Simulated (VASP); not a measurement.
## Lu2AlN3: relaxation of cell and atoms with PBE

The system is Lu2AlN3.

```
Lu Al N
1.0
     2.61939   -4.39903    0.00000
     2.61939    4.39903    0.00000
     0.00000    0.00000    4.06443
Lu Al N
2 1 3
Direct
  0.50000 0.00000 0.50000
  0.00000 0.50000 0.50000
  0.00000 0.00000 0.00000
  0.66109 0.33891 0.00000
  0.33891 0.66109 0.00000
  0.50000 0.50000 0.50000
```

The cell was built from a structure type or drawn by symmetry, and may not be a known phase.

```
Program                : VASP 6.6.1
Task                   : relaxation of cell and atoms
Functional             : PBE
Potentials or basis    : VASP PAW PBE potentials, release 64 (Lu, Al, N)
Cutoff                 : 600 eV
k mesh                 : 4 × 4 × 4
Occupations            : gaussian, width 0.1 eV
Spin                   : no spin polarisation
Dipole correction      : no
Further INCAR settings : ALGO = Normal; EDIFF = 1e-07; IBRION = 2; EDIFFG = -0.04; NSW = 90; ISIF = 3
```

```yaml
Relaxed_volume: 15.18 Å³/atom
Relaxed_cell: a = 5.321 Å, b = 5.321 Å, c = 3.438 Å, α = 90.00°, β = 90.00°, γ = 110.72°
Space_group_after_relaxing_to_0.1_Å: Cmmm (No. 65)
Energy_gained_by_relaxing: 1412.0 meV/atom
Ionic_steps: 32
Pressure_after_relaxing: -0.1 GPa
Largest_force_after_relaxing: 0.015 eV/Å
Band_gap_on_the_k_mesh: zero (bands 34 and 35 overlap by 0.87 eV)
```

Forces in eV/Å, atoms in the order of the input:
```
Lu   0.000  0.000  0.000
Lu   0.000  0.000  0.000
Al   0.000  0.000  0.000
N    0.000  0.015  0.000
N    0.000 -0.015  0.000
N    0.000  0.000  0.000
```

Stress tensor (GPa, compression positive):
```
 0.12  0.00  0.00
 0.00 -0.13  0.00
 0.00  0.00 -0.16
```

The path:
```
step  energy change (eV)  largest force (eV/Å)  pressure (GPa)  volume (Å³)
   1              0.0000                1.7927           -9.52        93.67
   2             -3.1022                2.4259            4.59        80.47
   3             -3.3335                2.5494           12.92        76.18
   4             -3.0280                2.3969           34.47        67.45
   5             -4.4626                1.7366           18.29        70.96
   6             -4.5658                1.0664           11.07        72.76
   7             -4.5969                1.3125           12.97        72.27
   8             -4.9528                1.3355            6.05        75.70
   9             -5.1227                1.5768            0.08        79.62
  10             -5.1433                1.7227           -1.86        81.19
  11             -5.3449                1.9336           -0.73        81.21
  12             -6.1870                2.2361            2.95        81.19
  13             -6.8006                3.1201           16.73        80.70
  14             -6.9157                0.6595            8.45        81.00
  15             -6.9997                0.2967           10.81        80.91
  16             -7.0035                0.6631           11.58        80.88
  17             -7.0498                0.9456           11.60        81.19
  18             -7.1260                1.8716           12.14        82.09
  19             -7.2430                1.5454           10.69        82.73
  20             -7.5269                0.6498            6.59        84.65
  21             -7.8275                0.7299           -0.18        88.49
  22             -7.8594                1.1903           -2.76        90.18
  23             -7.9066                1.1914           -2.58        90.13
  24             -8.0390                1.1713           -2.08        89.94
  25             -8.2477                1.0533           -0.66        89.46
  26             -8.3820                0.6529            3.66        88.07
  27             -8.3926                0.7271            2.60        88.43
  28             -8.4669                0.0862            0.97        90.28
  29             -8.4681                0.2137            0.82        90.56
  30             -8.4711                0.0311           -0.49        91.34
  31             -8.4713                0.0242           -0.20        91.16
  32             -8.4718                0.0152           -0.06        91.05
```

Final structure:
```cif
data_structure
_symmetry_space_group_name_H-M 'P 1'
_symmetry_Int_Tables_number 1
_cell_length_a 5.3210
_cell_length_b 5.3210
_cell_length_c 3.4382
_cell_angle_alpha 90.000
_cell_angle_beta 90.000
_cell_angle_gamma 110.716
_cell_volume 91.05
loop_
_atom_site_label
_atom_site_type_symbol
_atom_site_fract_x
_atom_site_fract_y
_atom_site_fract_z
_atom_site_occupancy
Lu1 Lu 0.50000 0.00000 0.50000 1
Lu2 Lu 0.00000 0.50000 0.50000 1
Al1 Al 0.00000 0.00000 0.00000 1
N1 N 0.79895 0.20105 0.00000 1
N2 N 0.20105 0.79895 0.00000 1
N3 N 0.50000 0.50000 0.50000 1
```

Levels at points of the mesh, in eV from the Fermi level:
| k point | band 32 | band 33 | band 34 | band 35 | band 36 | band 37 |
| --- | --- | --- | --- | --- | --- | --- |
| (0.00, 0.00, 0.00) | -1.03 | -0.80 | -0.53 | -0.13 | 0.39 | 3.63 |
| (0.50, 0.00, 0.00) | -2.63 | -0.87 | 0.15 | 0.83 | 1.00 | 2.67 |
| (0.50, 0.50, 0.00) | -1.92 | -1.68 | -0.11 | 0.31 | 0.40 | 2.22 |
| (0.00, 0.00, 0.50) | -1.59 | -1.41 | -1.08 | -0.72 | 1.16 | 3.29 |
| (0.50, 0.00, 0.50) | -1.86 | -1.73 | -0.94 | 1.07 | 2.08 | 2.31 |
| (0.50, 0.50, 0.50) | -2.35 | -2.25 | -0.95 | 1.00 | 2.34 | 3.12 |

Run time: 26 min on 1 thread of AMD EPYC 9R45 (Zen 5) (shared host), peak memory 0.28 GiB.

Caveat: the k points lie up to 0.46 Å⁻¹ apart in the final cell, too coarse for converged energies and pressures of a metal; a cell axis changed by over 15 % at a fixed basis, so the end point is rough; spin-orbit coupling is left out, which moves the levels of the heavy elements.
